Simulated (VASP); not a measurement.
# Zr (I4/mmm) in VASP: notebook

Runs on Zr. Level: PBE. Tasks: single point.

All numbers are computed with VASP 6.6.1; they aren't measurements. Logs are shortened: lines on timing, memory, paths and dates and some standing lists are left out, and cuts for length are marked.

### Step 1. The cell of the first run

It takes space group I4/mmm (No. 139, tetragonal). Conventional cell: a = 3.189 Å, b = 3.189 Å, c = 4.578 Å, α = 90.00°, β = 90.00°, γ = 90.00°. Within 4.2 Å of Zr (site symmetry 4/mmm) lie 12 Zr at 3.19 to 3.21 Å.

This isn't the form of Zr at room conditions, which is hcp.

### Step 2. Single point, PBE (strain +0.0150 x Voigt [0, 1, 0, 0, 0, 0])

INCAR

```
SYSTEM = Zr
ALGO = Fast
EDIFF = 1E-7
ENCUT = 520
GGA = PE
ISIF = 2
ISMEAR = 0
LASPH = .TRUE.
LCHARG = .FALSE.
LREAL = .FALSE.
LWAVE = .FALSE.
NBANDS = 12
NELM = 80
PREC = Accurate
SIGMA = 0.15
```

KPOINTS

```
k-points
0
G
  18 18 18
  0 0 0
```

POSCAR

```
Zr
1.0
    0.0000000000      2.2888250000      2.2550000000
    2.2550000000      0.0000000000      2.2550000000
    2.2550000000      2.2888250000      0.0000000000
Zr
1
Direct
    0.0000000000      0.0000000000      0.0000000000
```

Potentials or basis: VASP PAW PBE potentials, release 64 (Zr_sv).

Started as:

```
$ cat potpaw_PBE.64/Zr_sv/POTCAR > POTCAR
$ mpirun -np 1 vasp_std > vasp.out
```

OUTCAR:

```text
SYSTEM = Zr
   EDIFF = 1E-7
   ENCUT = 520
   GGA = PE
   ISIF = 2
   ISMEAR = 0
   LASPH = .TRUE.
   LREAL = .FALSE.
   NELM = 80
   PREC = Accurate

 ion  position               nearest neighbor table
   1  0.000  0.000  0.000-

  LATTYP: Found a body centered tetragonal cell.
 ALAT       =     3.1890515832
 C/A-ratio  =     1.4354267658

  Lattice vectors:

 A1 = (   0.0000000000,  -2.2888250000,   2.2550000000)
 A2 = (   0.0000000000,  -2.2888250000,  -2.2550000000)
 A3 = (   2.2550000000,   2.2888250000,   0.0000000000)

Analysis of symmetry for initial positions (statically):
=====================================================================
 Subroutine PRICEL returns:
 Original cell was already a primitive cell.

 Routine SETGRP: Setting up the symmetry group for a
 body centered tetragonal supercell.

 Subroutine GETGRP returns: Found 16 space group operations
 (whereof 16 operations were pure point group operations)
 out of a pool of 16 trial point group operations.

The static configuration has the point symmetry D_4h.

Analysis of symmetry for dynamics (positions and initial velocities):
=====================================================================
 Subroutine PRICEL returns:
 Original cell was already a primitive cell.

 Routine SETGRP: Setting up the symmetry group for a
 body centered tetragonal supercell.

 Subroutine GETGRP returns: Found 16 space group operations
 (whereof 16 operations were pure point group operations)
 out of a pool of 16 trial point group operations.

The dynamic configuration has the point symmetry D_4h.

 Subroutine INISYM returns: Found 16 space group operations
 (whereof 16 operations are pure point group operations),
 and found     1 'primitive' translations

----------------------------------------------------------------------------------------

                                     Primitive cell

  volume of cell :      23.2775

  direct lattice vectors                    reciprocal lattice vectors
     0.000000000  2.288825000  2.255000000    -0.221729490  0.218452700  0.221729490
     2.255000000  0.000000000  2.255000000     0.221729490 -0.218452700  0.221729490
     2.255000000  2.288825000  0.000000000     0.221729490  0.218452700 -0.221729490

  length of vectors
     3.213058493  3.189051583  3.213058493     0.382164252  0.382164252  0.382164252

  position of ions in fractional coordinates (direct lattice)
     0.000000000  0.000000000  0.000000000

  ion indices of the primitive-cell ions
   primitive index   ion index
                 1           1

----------------------------------------------------------------------------------------

 KPOINTS: k-points

Automatic generation of k-mesh.
 Grid dimensions read from file:
 generate k-points for:   18   18   18

 Generating k-lattice:

  Cartesian coordinates                     Fractional coordinates (reciprocal lattice)
    -0.012318305  0.012136261  0.012318305     0.055555556  0.000000000  0.000000000
     0.012318305 -0.012136261  0.012318305    -0.000000000  0.055555556 -0.000000000
     0.012318305  0.012136261 -0.012318305     0.000000000  0.000000000  0.055555556

  Length of vectors
     0.021231347  0.021231347  0.021231347

  Shift w.r.t. Gamma in fractional coordinates (k-lattice)
     0.000000000  0.000000000  0.000000000

 Subroutine IBZKPT returns following result:
 ===========================================

 Found    480 irreducible k-points:

 Following reciprocal coordinates:
            Coordinates               Weight
  0.000000  0.000000  0.000000      1.000000
  0.055556  0.000000  0.000000      8.000000
  0.111111  0.000000  0.000000      8.000000
  0.166667  0.000000  0.000000      8.000000
  0.222222  0.000000  0.000000      8.000000
  0.277778  0.000000  0.000000      8.000000
[... 16 lines left out ...]
 -0.277778  0.055556  0.000000     16.000000
 -0.222222  0.055556  0.000000     16.000000
 [... further k-points ...]
   k-points           NKPTS =    480   k-points in BZ     NKDIM =    480   number of bands    NBANDS=     12
   number of dos      NEDOS =    301   number of ions     NIONS =      1
   total plane-waves  NPLWV =  13824
   dimension x,y,z NGX =    24 NGY =   24 NGZ =   24
   dimension x,y,z NGXF=    48 NGYF=   48 NGZF=   48
   ions per type =               1
   NGX,Y,Z   is equivalent  to a cutoff of  12.42, 12.51, 12.42 a.u.
   NGXF,Y,Z  is equivalent  to a cutoff of  24.84, 25.02, 24.84 a.u.
 SYSTEM =  Zr
   PREC   = accura    normal or accurate (medium, high low for compatibility)
   ISTART =      0    job   : 0-new  1-cont  2-samecut
   ICHARG =      2    charge: 1-file 2-atom 10-const
   ISPIN  =      1    spin polarized calculation?
   LNONCOLLINEAR =      F non collinear calculations
   LSORBIT =      F    spin-orbit coupling
   LASPH  =      T    aspherical Exc in radial PAW
   ENCUT  =  520.0 eV  38.22 Ry    6.18 a.u.   5.97  5.93  5.97*2*pi/ulx,y,z
   NELM   =     80;   NELMIN=  2; NELMDL= -5     # of ELM steps
   EDIFF  = 0.1E-06   stopping-criterion for ELM
   LREAL  =      F    real-space projection
   EDIFFG = 0.1E-05   stopping-criterion for IOM
   NSW    =      0    number of steps for IOM
   IBRION =     -1    ionic relax: 0-MD 1-quasi-New 2-CG
   NFREE  =      0    steps in history (QN), initial steepest desc. (CG)
   ISIF   =      2    stress and relaxation
   ISYM   =      2    0-nonsym 1-usesym 2-fastsym
   POTIM  = 0.5000    time-step for ionic-motion
   TEBEG  =    0.0;   TEEND  =   0.0 temperature during run
   PSTRESS=    0.0 pullay stress
   NELECT =      12.0000    total number of electrons
   NUPDOWN=      -1.0000    fix difference up-down
   EMIN   =  10.00;   EMAX   =-10.00  energy-range for DOS
   EFERMI =   0.00;   METHOD = LEGACY
   ISMEAR =     0;   SIGMA  =   0.15  broadening in eV -4-tet -1-fermi 0-gaus
   EFERMI_NEDOS =   21; number of points for ismear=-14 and -15
   IALGO  =     68    algorithm
   IMIX   =      4    mixing-type and parameters
     AMIX     =   0.40;   BMIX     =  1.00
     AMIX_MAG =   1.60;   BMIX_MAG =  1.00
  volume/ion in A,a.u.               =      23.28       157.08
  Fermi-wavevector in a.u.,A,eV,Ry     =   1.312673  2.480593 23.444355  1.723111
  Thomas-Fermi vector in A             =   2.443049
   LORBIT       =      0    0 simple, 1 ext, 2 COOP (PROOUT), +10 PAW based schemes
   GGA     = PE    functional components
   LHFCALC =     F    Hartree Fock is set to
   AEXX    =    0.0000 exact exchange contribution
   IVDW    =     0    specifies the selected vdW correction
   LEPSILON=     F    determine dielectric tensor
   LRPA    =     F    only Hartree local field effects (RPA)
 non-spin polarized calculation
 RMM-DIIS sequential band-by-band and
 Gauss-broadening in eV      SIGMA  =   0.15
  energy-cutoff  :      520.00
  volume of cell :       23.28
 maximum number of plane-waves:       638
   NGX = 11   NGY = 11   NGZ = 11

 number of electron      12.0000000 magnetization

 Free energy of the ion-electron system (eV)
  ---------------------------------------------------
  ext. energy  EPLUGINS =         0.00000000
  ---------------------------------------------------
  free energy    TOTEN  =        -8.49000269 eV

  energy without entropy =       -8.47397630  energy(sigma->0) =       -8.48198950

 E-fermi :   8.8857     XC(G=0): -11.0830

 val. band max:        8.8798387457   @ k =   0.2222  -0.2778   0.0556
 cond. band min:       8.8860108390   @ k =  -0.3333   0.3333   0.1667
 fundamental gap:      0.0061720933
 Fermi energy:         8.8856858318

 k-point     1 :       0.0000    0.0000    0.0000
  band No.  band energies     occupation
      1     -39.8169      2.00000
      2     -17.3356      2.00000
      3     -17.3322      2.00000
      4     -17.3322      2.00000
      5       3.3374      2.00000
      6       9.7674      0.00000
      7       9.9214      0.00000
      8       9.9214      0.00000
      9      12.1697      0.00000
     10      12.3859      0.00000
     11      19.3882      0.00000
     12      23.3138      0.00000

 k-point     2 :       0.0556    0.0000    0.0000
  band No.  band energies     occupation
      1     -39.8127      2.00000
      2     -17.3643      2.00000
      3     -17.3385      2.00000
      4     -17.3357      2.00000
      5       3.4372      2.00000
      6       9.7394      0.00000
      7       9.9028      0.00000
      8       9.9690      0.00000
      9      12.1251      0.00000
     10      12.3347      0.00000
     11      19.6042      0.00000
     12      23.0638      0.00000

 k-point     3 :       0.1111    0.0000    0.0000
  band No.  band energies     occupation
      1     -39.8007      2.00000
      2     -17.4524      2.00000
      3     -17.3504      2.00000
      4     -17.3459      2.00000
      5       3.7263      2.00000
      6       9.5270      0.00000
      7       9.9939      0.00000
      8      10.0945      0.00000
      9      12.0260      0.00000
     10      12.2148      0.00000
     11      20.1816      0.00000
     12      22.2123      0.00000

 k-point     4 :       0.1667    0.0000    0.0000
  band No.  band energies     occupation
      1     -39.7822      2.00000
      2     -17.5854      2.00000
      3     -17.3684      2.00000
      4     -17.3613      2.00000
      5       4.1715      2.00000
      6       9.2305      0.00115
      7      10.1172      0.00000
      8      10.2376      0.00000
      9      11.9747      0.00000
     10      12.1238      0.00000
     11      20.6726      0.00000
     12      21.6523      0.00000

 k-point     5 :       0.2222    0.0000    0.0000
  band No.  band energies     occupation
      1     -39.7594      2.00000
      2     -17.7453      2.00000
      3     -17.3904      2.00000
      4     -17.3801      2.00000
      5       4.7109      2.00000
      6       8.9767      0.39102
      7      10.1497      0.00000
      8      10.2962      0.00000
      9      12.1067      0.00000
     10      12.1991      0.00000
     11      20.1262      0.00000
     12      22.2276      0.00000
[... 228 lines left out ...]
      1     -39.6863      2.00000
      2     -18.2098      2.00000
      3     -17.4746      2.00000
      4     -17.4468      2.00000
      5       5.9837      2.00000
      6       9.3873      0.00000
      7       9.7385      0.00000
      8       9.8701      0.00000
      9      13.4118      0.00000
     10      14.0049      0.00000
     11      18.5788      0.00000
     12      20.2458      0.00000

 k-point    22 :      -0.3333    0.0556    0.0000
  band No.  band energies     occupation
      1     -39.7030      2.00000
      2     -18.1027      2.00000
      3     -17.4627      2.00000
      4     -17.4287      2.00000
      5       5.8233      2.00000
      6       9.0530      0.11478
      7       9.8278      0.00000
      8       9.9935      0.00000
      9      12.8338      0.00000
     10      13.5779      0.00000
     11      18.9382      0.00000
     12      21.3364      0.00000

 k-point    23 :      -0.2778    0.0556    0.0000
  band No.  band energies     occupation
      1     -39.7248      2.00000
      2     -17.9614      2.00000
      3     -17.4449      2.00000
      4     -17.4070      2.00000
      5       5.4784      2.00000
      6       8.8334      1.37828
      7       9.9948      0.00000
      8      10.1626      0.00000
      9      12.2692      0.00000
     10      13.0832      0.00000
     11      19.4484      0.00000
     12      22.3472      0.00000

 k-point    24 :      -0.2222    0.0556    0.0000
  band No.  band energies     occupation
      1     -39.7487      2.00000
      2     -17.8018      2.00000
      3     -17.4230      2.00000
      4     -17.3846      2.00000
      5       4.9722      2.00000
      6       8.8582      1.20461
      7      10.1474      0.00000
      8      10.2939      0.00000
      9      11.8447      0.00000
     10      12.6555      0.00000
     11      20.0912      0.00000
     12      22.4863      0.00000

 [... further k-points ...]

------------------------ aborting loop because EDIFF is reached ----------------------------------------

  FORCE on cell =-STRESS in cart. coord.  units (eV):
  Direction    XX          YY          ZZ          XY          YZ          ZX
  --------------------------------------------------------------------------------------
  -------------------------------------------------------------------------------------
  Total       -0.0178247     -0.0943335     -0.0178247      0.0000000      0.0000000      0.0000000
  in kB       -1.2268641     -6.4929329     -1.2268641      0.0000000      0.0000000      0.0000000
  external PRESSURE =      -2.9822204 kB  Pullay stress =       0.0000000 kB

 VOLUME and BASIS-vectors are now :
 -----------------------------------------------------------------------------
  energy-cutoff  :      520.00
  volume of cell :       23.28
      direct lattice vectors                 reciprocal lattice vectors
     0.000000000  2.288825000  2.255000000    -0.221729490  0.218452700  0.221729490
     2.255000000  0.000000000  2.255000000     0.221729490 -0.218452700  0.221729490
     2.255000000  2.288825000  0.000000000     0.221729490  0.218452700 -0.221729490

 POSITION                                       TOTAL-FORCE (eV/Angst)
 -----------------------------------------------------------------------------------
      0.00000      0.00000      0.00000         0.000000      0.000000      0.000000
 -----------------------------------------------------------------------------------
    total drift:                                0.000000      0.000000     -0.000000

  FREE ENERGIE OF THE ION-ELECTRON SYSTEM (eV)
  ---------------------------------------------------
  free  energy   TOTEN  =        -8.4900026919 eV

  energy  without entropy=       -8.4739763026  energy(sigma->0) =       -8.48198950
```

Run time: 81 s. Hardware: 1 thread of Intel Xeon Platinum 8488C (Sapphire Rapids), shared host; peak memory 0.23 GiB.

Results:

```yaml
Free_energy: -8.4900 eV
Pressure: -0.3 GPa
Band_gap_on_the_k_mesh: zero (bands 6 and 7 overlap by 1.50 eV)
```

Stress tensor (GPa, compression positive):
```
-0.12  0.00  0.00
 0.00 -0.65  0.00
 0.00  0.00 -0.12
```

Caveat: the cell differs from its parent crystal (strain +0.0150 x Voigt [0, 1, 0, 0, 0, 0]).

### Step 3. Single point, PBE (strain +0.0450 x Voigt [0, 1, 0, 0, 0, 0])

INCAR

```
PREC = Accurate ; ENCUT = 520
EDIFF = 1E-6 ; ISMEAR = 0
SIGMA = 0.15 ; LREAL = False
LASPH = True ; NELM = 100
ALGO = Fast ; ISIF = 2
LWAVE = False ; LCHARG = False
GGA = PE ; NBANDS = 12
```

KPOINTS

```
Automatic mesh
0
Gamma
  18 18 18
```

POSCAR

```
Zr
1.0
    0.0000000000      2.3564750000      2.2550000000
    2.2550000000      0.0000000000      2.2550000000
    2.2550000000      2.3564750000      0.0000000000
Zr
1
Direct
    0.0000000000      0.0000000000      0.0000000000
```

Potentials or basis: VASP PAW PBE potentials, release 64 (Zr_sv).

Started as:

```
$ cat potpaw_PBE.64/Zr_sv/POTCAR > POTCAR
$ mpirun -np 1 vasp_std > vasp.out
```

OUTCAR:

```text
PREC = Accurate
   ENCUT = 520
   EDIFF = 1E-6
   ISMEAR = 0
   LREAL = False
   LASPH = True
   NELM = 100
   ISIF = 2
   GGA = PE

 ion  position               nearest neighbor table
   1  0.000  0.000  0.000-

  LATTYP: Found a body centered tetragonal cell.
 ALAT       =     3.1890515832
 C/A-ratio  =     1.4778531727

  Lattice vectors:

 A1 = (   0.0000000000,  -2.3564750000,   2.2550000000)
 A2 = (   0.0000000000,  -2.3564750000,  -2.2550000000)
 A3 = (   2.2550000000,   2.3564750000,   0.0000000000)

Analysis of symmetry for initial positions (statically):
=====================================================================
 Subroutine PRICEL returns:
 Original cell was already a primitive cell.

 Routine SETGRP: Setting up the symmetry group for a
 body centered tetragonal supercell.

 Subroutine GETGRP returns: Found 16 space group operations
 (whereof 16 operations were pure point group operations)
 out of a pool of 16 trial point group operations.

The static configuration has the point symmetry D_4h.

[... 167 lines left out ...]
  band No.  band energies     occupation
      1     -40.1976      2.00000
      2     -17.7587      2.00000
      3     -17.7480      2.00000
      4     -17.7480      2.00000
      5       3.0704      2.00000
      6       9.2481      0.00000
      7       9.6989      0.00000
      8       9.6989      0.00000
      9      11.5276      0.00000
     10      12.1571      0.00000
     11      19.0298      0.00000
     12      22.3889      0.00000
[... 331 lines left out ...]
 k-point    24 :      -0.2222    0.0556    0.0000
  band No.  band energies     occupation
      1     -40.1375      2.00000
      2     -18.1735      2.00000
      3     -17.8344      2.00000
      4     -17.7991      2.00000
      5       4.6615      2.00000
      6       8.5549      1.01284
      7       9.6857      0.00000
      8      10.0713      0.00000
      9      11.4055      0.00000
     10      12.2559      0.00000
     11      19.6988      0.00000
     12      21.9098      0.00000

 [... further k-points ...]

------------------------ aborting loop because EDIFF is reached ----------------------------------------

  FORCE on cell =-STRESS in cart. coord.  units (eV):
  Direction    XX          YY          ZZ          XY          YZ          ZX
  --------------------------------------------------------------------------------------
  -------------------------------------------------------------------------------------
  Total       -0.3428189     -0.5710113     -0.3428189     -0.0000000     -0.0000000      0.0000000
  in kB      -22.9186729    -38.1741499    -22.9186729     -0.0000000     -0.0000000      0.0000000
  external PRESSURE =     -28.0038319 kB  Pullay stress =       0.0000000 kB

 VOLUME and BASIS-vectors are now :
 -----------------------------------------------------------------------------
  energy-cutoff  :      520.00
  volume of cell :       23.97
      direct lattice vectors                 reciprocal lattice vectors
     0.000000000  2.356475000  2.255000000    -0.221729490  0.212181330  0.221729490
     2.255000000  0.000000000  2.255000000     0.221729490 -0.212181330  0.221729490
     2.255000000  2.356475000  0.000000000     0.221729490  0.212181330 -0.221729490

 POSITION                                       TOTAL-FORCE (eV/Angst)
 -----------------------------------------------------------------------------------
      0.00000      0.00000      0.00000         0.000000      0.000000      0.000000
 -----------------------------------------------------------------------------------
    total drift:                                0.000000     -0.000000     -0.000000

  FREE ENERGIE OF THE ION-ELECTRON SYSTEM (eV)
  ---------------------------------------------------
  free  energy   TOTEN  =        -8.4806047765 eV

  energy  without entropy=       -8.4627720566  energy(sigma->0) =       -8.47168842
```

Wall time 1.7 min (1 thread of Intel Xeon Platinum 8488C (Sapphire Rapids), shared host); peak memory 0.24 GiB.

What came out:

| Property | Result |
| --- | --- |
| Free energy | -8.4806 eV |
| Pressure | -2.8 GPa |
| Band gap on the k mesh | zero (bands 6 and 7 overlap by 1.42 eV) |

Caveat: the cell differs from its parent crystal (strain +0.0450 x Voigt [0, 1, 0, 0, 0, 0]).
